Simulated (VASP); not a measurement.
Set up this calculation in VASP 6.6.1, as the native input.

* Task: single point
* Functional: PBE
* Potentials or basis: VASP PAW PBE potentials, release 64 (Ga_d, O)
* Cutoff: 520 eV
* k mesh: 8 × 8 × 4
* Occupations: gaussian, width 0.05 eV
* Spin: no spin polarisation
* Dipole correction: no
* Further INCAR settings: ALGO = Normal; EDIFF = 1e-06; NBANDS = 55

The structure of Ga2O3 lies in POSCAR:

```
Ga2O3
1.0
    6.2274305598     -1.5417565250      0.0114924401
    6.2274305598      1.5417565250      0.0114924401
   -1.4027234635      0.0000000000      5.7076941923
Ga O
4 6
Direct
    0.0899134338      0.0899134338      0.7947233208
    0.9100865662      0.9100865662      0.2052766792
    0.6585007301      0.6585007301      0.3141978956
    0.3414992699      0.3414992699      0.6858021044
    0.1634883775      0.1634883775      0.1092060622
    0.8365116225      0.8365116225      0.8907939378
    0.1737013130      0.1737013130      0.5643594347
    0.8262986870      0.8262986870      0.4356405653
    0.4960195697      0.4960195697      0.2566813608
    0.5039804303      0.5039804303      0.7433186392
```

The input as run:

INCAR

```
SYSTEM = Ga2O3
PREC = Accurate ; ENCUT = 520
EDIFF = 1E-6 ; ISMEAR = 0
SIGMA = 0.05 ; LREAL = .FALSE.
LASPH = .TRUE. ; NELM = 80
ALGO = Normal ; ISIF = 2
LWAVE = .FALSE. ; LCHARG = .TRUE.
GGA = PE ; LELF = .TRUE.
LVHAR = .TRUE. ; NBANDS = 55
```

KPOINTS

```
regular mesh
0
G
  8 8 4
  0 0 0
```

Potentials or basis: VASP PAW PBE potentials, release 64 (Ga_d, O).

Launch:

```bash
$ cat potpaw_PBE.64/Ga_d/POTCAR potpaw_PBE.64/O/POTCAR > POTCAR
$ mpirun -np 1 vasp_std > vasp.out
```

It gave:

```yaml
Pressure: 0.6 GPa
Largest_force: 0.026 eV/Å
Band_gap_on_the_k_mesh: 2.00 eV (least direct gap 2.02 eV)
```

Run time: 12 min on 1 thread of Intel(R) Xeon(R) Platinum 8259CL CPU @ 2.50GHz (Skylake/Cascade Lake), on a shared host, peak memory 0.53 GiB.
